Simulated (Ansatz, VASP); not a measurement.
**GaGe3: VASP beside Ansatz**

Contents of INCAR:

```
SYSTEM = GaGe3
PREC     = Accurate       ! precision mode
ENCUT    = 520            ! plane-wave cutoff, eV
EDIFF    = 1E-6           ! SCF threshold, eV
ISMEAR   = -1             ! smearing method
SIGMA    = 0.05           ! smearing width, eV
LREAL    = .False.        ! projectors in reciprocal space
LASPH    = .True.         ! aspherical terms in the spheres
NELM     = 60             ! most SCF steps
ALGO     = Normal         ! electronic algorithm
ISIF     = 2              ! what is computed and relaxed
LWAVE    = .False.        ! write WAVECAR
LCHARG   = .True.         ! write CHGCAR
GGA      = CA             ! functional
LELF     = .True.         ! ELF
LVHAR    = .True.       
NBANDS   = 36             ! bands
```

The input KPOINTS:

```
regular mesh
0
Gamma
  6 6 6
  0 0 0
```

POSCAR

```
GaGe3
1.0
    4.2206418035      0.0000000000      0.0000000000
    0.0000000000      4.2206418035      0.0000000000
    0.0000000000      0.0000000000      4.2206418035
Ge Ga
3 1
Direct
    0.5000000000      0.5000000000      0.0000000000
    0.5000000000      0.0000000000      0.5000000000
    0.0000000000      0.5000000000      0.5000000000
    0.0000000000      0.0000000000      0.0000000000
```

The input input.yaml:

```yaml
crystal:
  lattice:
    - [4.2206418035, 0.0, 0.0]
    - [0.0, 4.2206418035, 0.0]
    - [0.0, 0.0, 4.2206418035]
  atoms:
    - { symbol: Ge, position: [0.5, 0.5, 0.0] }
    - { symbol: Ge, position: [0.5, 0.0, 0.5] }
    - { symbol: Ge, position: [0.0, 0.5, 0.5] }
    - { symbol: Ga, position: [0.0, 0.0, 0.0] }
kpoints:
  mp_grid: { grid: [6, 6, 6] }
scf:
  occupations: { method: fermi_dirac, width: 0.05 }
hamiltonian:
  xc: lda
  pseudopotentials: { kind: all_electron, lapw: { basis_error: 0.002 } }
output:
  forces: true
  stress: true
  eigenvalues: true
```

Change from the starting cell: volume scaled by 0.96.

Alike in both runs: task single point; functional LDA; k mesh 6 × 6 × 6; occupations fermi-dirac, width 0.05 eV; no spin polarisation.

|  | VASP | Ansatz |
| --- | --- | --- |
| version | VASP 6.6.1 | Ansatz 0.2.0 |
| potentials or method | VASP PAW LDA potentials, release 64 (Ge_d, Ga_d), cutoff 520 eV | all-electron LAPW, scalar-relativistic |

|  | VASP | Ansatz | Ansatz less VASP |
| --- | --- | --- | --- |
| gap on the k mesh at the Fermi level (eV) | none | none | - |
| pressure (GPa) | -2.7 | -2.7 | -0.01 |

LDA's correlation is that of Perdew and Zunger in VASP and of Perdew and Wang (1992) in Ansatz. A gap of «none» marks a metal or a gap that the smearing closes. Ansatz ran all-electron here, and VASP with PAW potentials.
